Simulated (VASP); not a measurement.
# ZnO (P6_3mc) in VASP: a series of runs, part 2 of 2

VASP 6.6.1. Earlier steps stand in the parts before.

### Step 3. Single point, PBE

This run uses another cell than the first one, of 11.66 Å³/atom.

Input file INCAR:

```
SYSTEM = ZnO
ALGO = Normal
EDIFF = 1E-6
ENCUT = 520
GGA = PE
ISIF = 2
ISMEAR = 0
LASPH = .True.
LCHARG = .True.
LELF = .True.
LREAL = .False.
LVHAR = .True.
LWAVE = .False.
NBANDS = 26
NELM = 60
PREC = Accurate
SIGMA = 0.01
```

Input file KPOINTS:

```
k-points
0
Gamma
  12 12 4
  0 0 0
```

Input file POSCAR:

```
ZnO
1.0
    3.2275018932      0.0000000000      0.0000000000
   -1.6137459802      2.7950936591      0.0000000000
    0.0000000000      0.0000000000      5.1707712963
Zn O
2 2
Direct
    0.3333333333      0.6666666667      0.5000000000
    0.6666666667      0.3333333333      0.0000000000
    0.6666666667      0.3333333333      0.3790100000
    0.3333333333      0.6666666667      0.8790100000
```

Potentials or basis: VASP PAW PBE potentials, release 64 (Zn, O).

Command:

```bash
> cat potpaw_PBE.64/Zn/POTCAR potpaw_PBE.64/O/POTCAR > POTCAR
> mpirun -np 1 vasp_std > vasp.out
```

OUTCAR:

```text
SYSTEM = ZnO
   EDIFF = 1E-6
   ENCUT = 520
   GGA = PE
   ISIF = 2
   ISMEAR = 0
   LASPH = .True.
   LREAL = .False.
   NELM = 60
   PREC = Accurate

 ion  position               nearest neighbor table
   1  0.333  0.667  0.500-   4 1.96   3 1.97   3 1.97   3 1.97
   2  0.667  0.333  0.000-   3 1.96   4 1.97   4 1.97   4 1.97
   3  0.667  0.333  0.379-   2 1.96   1 1.97   1 1.97   1 1.97
   4  0.333  0.667  0.879-   1 1.96   2 1.97   2 1.97   2 1.97

  LATTYP: Found a hexagonal cell.
 ALAT       =     3.2275018932
 C/A-ratio  =     1.6020970606

  Lattice vectors:

 A1 = (   3.2275018932,   0.0000000000,   0.0000000000)
 A2 = (  -1.6137459802,   2.7950936591,   0.0000000000)
 A3 = (   0.0000000000,   0.0000000000,   5.1707712963)

Analysis of symmetry for initial positions (statically):
=====================================================================
 Subroutine PRICEL returns:
 Original cell was already a primitive cell.

 Routine SETGRP: Setting up the symmetry group for a
 hexagonal supercell.
[... 169 lines left out ...]
  free energy    TOTEN  =       -17.77623437 eV

  energy without entropy =      -17.77623437  energy(sigma->0) =      -17.77623437

 E-fermi :   1.4545     XC(G=0): -11.0199

 val. band max:        1.3869747027   @ k =   0.0000   0.0000   0.0000
 cond. band min:       2.2068052287   @ k =   0.0000   0.0000   0.0000
 fundamental gap:      0.8198305260
 Fermi energy:         1.4544660717

 k-point     1 :       0.0000    0.0000    0.0000
  band No.  band energies     occupation
      1     -16.8678      2.00000
      2     -16.1048      2.00000
      3      -4.4022      2.00000
      4      -4.4022      2.00000
      5      -4.4000      2.00000
      6      -4.3599      2.00000
[... 685 lines left out ...]
     25      14.9351      0.00000
     26      15.4429      0.00000

 [... further k-points ...]

------------------------ aborting loop because EDIFF is reached ----------------------------------------

  FORCE on cell =-STRESS in cart. coord.  units (eV):
  Direction    XX          YY          ZZ          XY          YZ          ZX
  --------------------------------------------------------------------------------------
  -------------------------------------------------------------------------------------
  Total        2.5193094      2.5193005      3.0616556      0.0000045      0.0000000      0.0000000
  in kB       86.5314321     86.5311243    105.1595511      0.0001538      0.0000000      0.0000000
  external PRESSURE =      92.7407025 kB  Pullay stress =       0.0000000 kB

 VOLUME and BASIS-vectors are now :
 -----------------------------------------------------------------------------
  energy-cutoff  :      520.00
  volume of cell :       46.65
      direct lattice vectors                 reciprocal lattice vectors
     3.227501893  0.000000000  0.000000000     0.309837154  0.178884332  0.000000000
    -1.613745980  2.795093659  0.000000000     0.000000000  0.357769764  0.000000000
     0.000000000  0.000000000  5.170771296     0.000000000  0.000000000  0.193394746

 POSITION                                       TOTAL-FORCE (eV/Angst)
 -----------------------------------------------------------------------------------
      0.00000      1.86340      2.58539        -0.000000      0.000000     -0.081737
      1.61375      0.93170      0.00000         0.000000      0.000000     -0.081737
      1.61375      0.93170      1.95977         0.000000     -0.000000      0.081737
      0.00000      1.86340      4.54516        -0.000000      0.000000      0.081737
 -----------------------------------------------------------------------------------
    total drift:                                0.000001      0.000001     -0.000038

  FREE ENERGIE OF THE ION-ELECTRON SYSTEM (eV)
  ---------------------------------------------------
  free  energy   TOTEN  =       -17.7762343740 eV

  energy  without entropy=      -17.7762343740  energy(sigma->0) =      -17.77623437
```

OSZICAR:

```text
N       E                     dE             d eps       ncg     rms          rms(c)
DAV:   1     0.297682983630E+03    0.29768E+03   -0.18168E+04  3004   0.203E+03
DAV:   2     0.106923561794E+02   -0.28699E+03   -0.26966E+03  3120   0.413E+02
DAV:   3    -0.204243746474E+02   -0.31117E+02   -0.30728E+02  3230   0.140E+02
DAV:   4    -0.210183294273E+02   -0.59395E+00   -0.59272E+00  3290   0.196E+01
DAV:   5    -0.210213137131E+02   -0.29843E-02   -0.29841E-02  3216   0.143E+00    0.152E+01
DAV:   6    -0.175966270155E+02    0.34247E+01   -0.64878E+00  4588   0.609E+01    0.935E+00
DAV:   7    -0.178139056956E+02   -0.21728E+00   -0.29786E+00  3016   0.169E+01    0.558E+00
DAV:   8    -0.178255812968E+02   -0.11676E-01   -0.49406E-01  4386   0.774E+00    0.164E+00
DAV:   9    -0.177733218475E+02    0.52259E-01   -0.10735E-01  4378   0.659E+00    0.291E-01
DAV:  10    -0.177761479916E+02   -0.28261E-02   -0.37934E-02  3024   0.133E+00    0.136E-01
DAV:  11    -0.177761920276E+02   -0.44036E-04   -0.51714E-04  3148   0.202E-01    0.342E-02
DAV:  12    -0.177762330326E+02   -0.41005E-04   -0.69368E-05  3422   0.189E-01    0.210E-02
DAV:  13    -0.177762395462E+02   -0.65137E-05   -0.18700E-05  3298   0.833E-02    0.188E-02
DAV:  14    -0.177762344830E+02    0.50633E-05   -0.10103E-05  3894   0.384E-02    0.260E-03
DAV:  15    -0.177762343740E+02    0.10897E-06   -0.29418E-06  2780   0.142E-02
   1 F= -.17776234E+02 E0= -.17776234E+02  d E =-.321430E-24
```

It took 30 s on 1 thread of Intel Xeon 6975P-C (Granite Rapids), shared host; peak memory 0.19 GiB.

What came out:

- Free energy: -17.7762 eV
- Pressure: 9.3 GPa
- Largest force: 0.082 eV/Å
- Band gap on the k mesh: 0.82 eV

Forces on the atoms (eV/Å):
```
Zn   0.000  0.000 -0.082
Zn   0.000  0.000 -0.082
O    0.000  0.000  0.082
O    0.000  0.000  0.082
```

Caveat: the cell stands under pressure.

### Step 4. Single point, PBE

This run uses another cell than the first one, of 12.02 Å³/atom.

Input file INCAR:

```
ALGO = Normal
EDIFF = 1E-6
ENCUT = 520
GGA = PE
ISIF = 2
ISMEAR = 0
LASPH = True
LCHARG = False
LREAL = False
LWAVE = False
NBANDS = 26
NELM = 100
PREC = Accurate
SIGMA = 0.01
```

Input file KPOINTS:

```
k-points
0
Gamma
  12 12 4
```

Input file POSCAR:

```
ZnO
1.0
    3.2601051291      0.0000000000      0.0000000000
   -1.6300475480      2.8233288394      0.0000000000
    0.0000000000      0.0000000000      5.2230048447
Zn O
2 2
Direct
    0.3333333333      0.6666666667      0.5000000000
    0.6666666667      0.3333333333      0.0000000000
    0.6666666667      0.3333333333      0.3790100000
    0.3333333333      0.6666666667      0.8790100000
```

Potentials or basis: VASP PAW PBE potentials, release 64 (Zn, O).

Command:

```bash
> cat potpaw_PBE.64/Zn/POTCAR potpaw_PBE.64/O/POTCAR > POTCAR
> mpirun -np 1 vasp_std > vasp.out
```

OUTCAR:

```text
EDIFF = 1E-6
   ENCUT = 520
   GGA = PE
   ISIF = 2
   ISMEAR = 0
   LASPH = True
   LREAL = False
   NELM = 100
   PREC = Accurate

 ion  position               nearest neighbor table
   1  0.333  0.667  0.500-   4 1.98   3 1.99   3 1.99   3 1.99
   2  0.667  0.333  0.000-   3 1.98   4 1.99   4 1.99   4 1.99
   3  0.667  0.333  0.379-   2 1.98   1 1.99   1 1.99   1 1.99
   4  0.333  0.667  0.879-   1 1.98   2 1.99   2 1.99   2 1.99

  LATTYP: Found a hexagonal cell.
 ALAT       =     3.2601051291
 C/A-ratio  =     1.6020970606

  Lattice vectors:

 A1 = (   3.2601051291,   0.0000000000,   0.0000000000)
 A2 = (  -1.6300475480,   2.8233288394,   0.0000000000)
 A3 = (   0.0000000000,   0.0000000000,   5.2230048447)

Analysis of symmetry for initial positions (statically):
=====================================================================
 Subroutine PRICEL returns:
 Original cell was already a primitive cell.

 Routine SETGRP: Setting up the symmetry group for a
 hexagonal supercell.

 Subroutine GETGRP returns: Found 12 space group operations
 (whereof  6 operations were pure point group operations)
 out of a pool of 24 trial point group operations.

The static configuration has the point symmetry C_3v.
 The point group associated with its full space group is C_6v.

Analysis of symmetry for dynamics (positions and initial velocities):
=====================================================================
 Subroutine PRICEL returns:
 Original cell was already a primitive cell.

 Routine SETGRP: Setting up the symmetry group for a
 hexagonal supercell.

 Subroutine GETGRP returns: Found 12 space group operations
 (whereof  6 operations were pure point group operations)
 out of a pool of 24 trial point group operations.

The dynamic configuration has the point symmetry C_3v.
 The point group associated with its full space group is C_6v.

 Subroutine INISYM returns: Found 12 space group operations
 (whereof  6 operations are pure point group operations),
 and found     1 'primitive' translations

----------------------------------------------------------------------------------------

                                     Primitive cell

  volume of cell :      48.0744

  direct lattice vectors                    reciprocal lattice vectors
     3.260105129  0.000000000  0.000000000     0.306738574  0.177095369  0.000000000
    -1.630047548  2.823328839  0.000000000     0.000000000  0.354191827  0.000000000
     0.000000000  0.000000000  5.223004845     0.000000000  0.000000000  0.191460669

  length of vectors
     3.260105129  3.260098272  5.223004845     0.354191082  0.354191827  0.191460669

  position of ions in fractional coordinates (direct lattice)
     0.333333333  0.666666667  0.500000000
     0.666666667  0.333333333  0.000000000
     0.666666667  0.333333333  0.379010000
     0.333333333  0.666666667  0.879010000

  ion indices of the primitive-cell ions
   primitive index   ion index
                 1           1
                 2           2
                 3           3
                 4           4

----------------------------------------------------------------------------------------

 KPOINTS: k-points

Automatic generation of k-mesh.
 Grid dimensions read from file:
 generate k-points for:   12   12    4

 Generating k-lattice:

  Cartesian coordinates                     Fractional coordinates (reciprocal lattice)
     0.025561548  0.014757947  0.000000000     0.083333333  0.000000000  0.000000000
     0.000000000  0.029515986  0.000000000     0.000000000  0.083333333  0.000000000
     0.000000000  0.000000000  0.047865167     0.000000000  0.000000000  0.250000000

  Length of vectors
     0.029515924  0.029515986  0.047865167

  Shift w.r.t. Gamma in fractional coordinates (k-lattice)
     0.000000000  0.000000000  0.000000000

 Subroutine IBZKPT returns following result:
 ===========================================

 Found     57 irreducible k-points:

 Following reciprocal coordinates:
            Coordinates               Weight
  0.000000  0.000000  0.000000      1.000000
  0.083333  0.000000  0.000000      6.000000
  0.166667  0.000000  0.000000      6.000000
  0.250000  0.000000  0.000000      6.000000
  0.333333  0.000000  0.000000      6.000000
  0.416667 -0.000000  0.000000      6.000000
[... 16 lines left out ...]
  0.250000  0.000000  0.250000     12.000000
  0.333333  0.000000  0.250000     12.000000
 [... further k-points ...]
   k-points           NKPTS =     57   k-points in BZ     NKDIM =     57   number of bands    NBANDS=     26
   number of dos      NEDOS =    301   number of ions     NIONS =      4
   total plane-waves  NPLWV =  23040
   dimension x,y,z NGX =    24 NGY =   24 NGZ =   40
   dimension x,y,z NGXF=    48 NGYF=   48 NGZF=   80
   ions per type =               2   2
   NGX,Y,Z   is equivalent  to a cutoff of  12.24, 12.24, 12.73 a.u.
   NGXF,Y,Z  is equivalent  to a cutoff of  24.48, 24.48, 25.46 a.u.
 SYSTEM =  unknown system
   PREC   = accura    normal or accurate (medium, high low for compatibility)
   ISTART =      0    job   : 0-new  1-cont  2-samecut
   ICHARG =      2    charge: 1-file 2-atom 10-const
   ISPIN  =      1    spin polarized calculation?
   LNONCOLLINEAR =      F non collinear calculations
   LSORBIT =      F    spin-orbit coupling
   LASPH  =      T    aspherical Exc in radial PAW
   ENCUT  =  520.0 eV  38.22 Ry    6.18 a.u.   6.06  6.06  9.71*2*pi/ulx,y,z
   NELM   =    100;   NELMIN=  2; NELMDL= -5     # of ELM steps
   EDIFF  = 0.1E-05   stopping-criterion for ELM
   LREAL  =      F    real-space projection
[... 7 lines left out ...]
   TEBEG  =    0.0;   TEEND  =   0.0 temperature during run
   PSTRESS=    0.0 pullay stress
   NELECT =      36.0000    total number of electrons
   NUPDOWN=      -1.0000    fix difference up-down
   EMIN   =  10.00;   EMAX   =-10.00  energy-range for DOS
   EFERMI =   0.00;   METHOD = LEGACY
   ISMEAR =     0;   SIGMA  =   0.01  broadening in eV -4-tet -1-fermi 0-gaus
   EFERMI_NEDOS =   21; number of points for ismear=-14 and -15
   IALGO  =     38    algorithm
   IMIX   =      4    mixing-type and parameters
     AMIX     =   0.40;   BMIX     =  1.00
     AMIX_MAG =   1.60;   BMIX_MAG =  1.00
  volume/ion in A,a.u.               =      12.02        81.11
  Fermi-wavevector in a.u.,A,eV,Ry     =   1.486635  2.809334 30.070033  2.210085
  Thomas-Fermi vector in A             =   2.599897
   LORBIT       =      0    0 simple, 1 ext, 2 COOP (PROOUT), +10 PAW based schemes
   GGA     = PE    functional components
   LHFCALC =     F    Hartree Fock is set to
   AEXX    =    0.0000 exact exchange contribution
   IVDW    =     0    specifies the selected vdW correction
   LEPSILON=     F    determine dielectric tensor
   LRPA    =     F    only Hartree local field effects (RPA)
 non-spin polarized calculation
 Gauss-broadening in eV      SIGMA  =   0.01
  energy-cutoff  :      520.00
  volume of cell :       48.07
 maximum number of plane-waves:      1314
   NGX = 13   NGY = 13   NGZ = 19

 number of electron      36.0000023 magnetization

 Free energy of the ion-electron system (eV)
  ---------------------------------------------------
  ext. energy  EPLUGINS =         0.00000000
  ---------------------------------------------------
  free energy    TOTEN  =       -17.83809959 eV

  energy without entropy =      -17.83809959  energy(sigma->0) =      -17.83809959

 E-fermi :   1.2091     XC(G=0): -10.8585

 val. band max:        1.1106787003   @ k =   0.0000   0.0000   0.0000
 cond. band min:       1.8860255275   @ k =   0.0000   0.0000   0.0000
 fundamental gap:      0.7753468272
 Fermi energy:         1.2090557530

 k-point     1 :       0.0000    0.0000    0.0000
  band No.  band energies     occupation
      1     -16.8975      2.00000
      2     -16.1815      2.00000
      3      -4.5295      2.00000
      4      -4.5295      2.00000
      5      -4.4912      2.00000
      6      -4.4391      2.00000
[... 18 lines left out ...]
     25      15.1704      0.00000
     26      15.1704      0.00000

 k-point     2 :       0.0833    0.0000    0.0000
  band No.  band energies     occupation
      1     -16.8602      2.00000
      2     -16.1652      2.00000
      3      -4.5748      2.00000
      4      -4.5078      2.00000
      5      -4.4652      2.00000
      6      -4.3912      2.00000
[... 630 lines left out ...]
 k-point    24 :       0.3333    0.0000    0.2500
  band No.  band energies     occupation
      1     -16.3714      2.00000
      2     -16.0810      2.00000
      3      -4.8907      2.00000
      4      -4.6793      2.00000
      5      -4.2786      2.00000
      6      -4.1759      2.00000
[... 18 lines left out ...]
     25      14.4836      0.00000
     26      14.9589      0.00000

 [... further k-points ...]
[... 5 lines left out ...]
  --------------------------------------------------------------------------------------
  -------------------------------------------------------------------------------------
  Total        1.1761541      1.1761499      1.6920050      0.0000021      0.0000000      0.0000000
  in kB       39.1977647     39.1976253     56.3895633      0.0000696      0.0000000      0.0000000
  external PRESSURE =      44.9283178 kB  Pullay stress =       0.0000000 kB

 VOLUME and BASIS-vectors are now :
 -----------------------------------------------------------------------------
  energy-cutoff  :      520.00
  volume of cell :       48.07
      direct lattice vectors                 reciprocal lattice vectors
     3.260105129  0.000000000  0.000000000     0.306738574  0.177095369  0.000000000
    -1.630047548  2.823328839  0.000000000     0.000000000  0.354191827  0.000000000
     0.000000000  0.000000000  5.223004845     0.000000000  0.000000000  0.191460669

 POSITION                                       TOTAL-FORCE (eV/Angst)
 -----------------------------------------------------------------------------------
      0.00000      1.88222      2.61150         0.000000     -0.000000     -0.070808
      1.63005      0.94111      0.00000        -0.000000      0.000000     -0.070808
      1.63005      0.94111      1.97957         0.000000      0.000000      0.070808
      0.00000      1.88222      4.59107        -0.000000     -0.000000      0.070808
 -----------------------------------------------------------------------------------
    total drift:                               -0.000000     -0.000001     -0.000478

  FREE ENERGIE OF THE ION-ELECTRON SYSTEM (eV)
  ---------------------------------------------------
  free  energy   TOTEN  =       -17.8380995898 eV

  energy  without entropy=      -17.8380995898  energy(sigma->0) =      -17.83809959
```

It took 33 s on 1 thread of Intel Xeon 6975P-C (Granite Rapids), shared host; peak memory 0.19 GiB.

Results:

| Property | Result |
| --- | --- |
| Free energy | -17.8381 eV |
| Pressure | 4.5 GPa |
| Largest force | 0.071 eV/Å |
| Band gap on the k mesh | 0.78 eV |

Forces in eV/Å, atoms in the order of the input:
```
Zn   0.000  0.000 -0.071
Zn   0.000  0.000 -0.071
O    0.000  0.000  0.071
O    0.000  0.000  0.071
```

Stress tensor (GPa, compression positive):
```
3.92 0.00 0.00
0.00 3.92 0.00
0.00 0.00 5.64
```

Levels at points of the mesh, in eV from the valence-band top:
```csv
k point,band 14,band 15,band 16,band 17,band 18,band 19,band 20,band 21,band 22,band 23
"(0.00, 0.00, 0.00)",-0.80,-0.80,-0.07,0.00,0.00,0.78,5.17,8.23,12.80,12.80
"(0.50, 0.00, 0.00)",-3.50,-2.79,-2.25,-1.26,-0.81,5.73,6.85,7.61,8.41,10.60
"(0.00, 0.00, 0.50)",-2.22,-0.39,-0.39,-0.39,-0.39,3.44,3.44,10.08,10.08,13.09
"(0.50, 0.00, 0.50)",-3.72,-1.49,-1.49,-1.33,-1.33,5.70,5.70,8.37,8.37,11.28
```

Caveat: the cell stands under pressure; semilocal functionals underestimate gaps, and a narrow one can read as zero.

### Step 5. Overview

```tsv
cell	gap on the mesh (eV)	pressure (GPa)	largest force (eV/Å)
a = 3.194, b = 3.194, c = 5.117 Å, angles 90.0, 90.0, 120.0°, 4 atoms	0.86	14.9	0.09
a = 3.228, b = 3.227, c = 5.171 Å, angles 90.0, 90.0, 120.0°, 4 atoms	0.82	9.3	0.08
a = 3.260, b = 3.260, c = 5.223 Å, angles 90.0, 90.0, 120.0°, 4 atoms	0.78	4.5	0.07
```

Alike in all rows: task single point; level PBE; potentials or basis VASP PAW PBE potentials, release 64 (Zn, O); no spin polarisation; k mesh 12 × 12 × 4; cutoff (eV) 520; smearing gaussian 0.01 eV.

Caveats: the cell stands under pressure; semilocal functionals underestimate gaps, and a narrow one can read as zero (at least some runs).

Absolute energies hang on the potentials; compare differences alone.
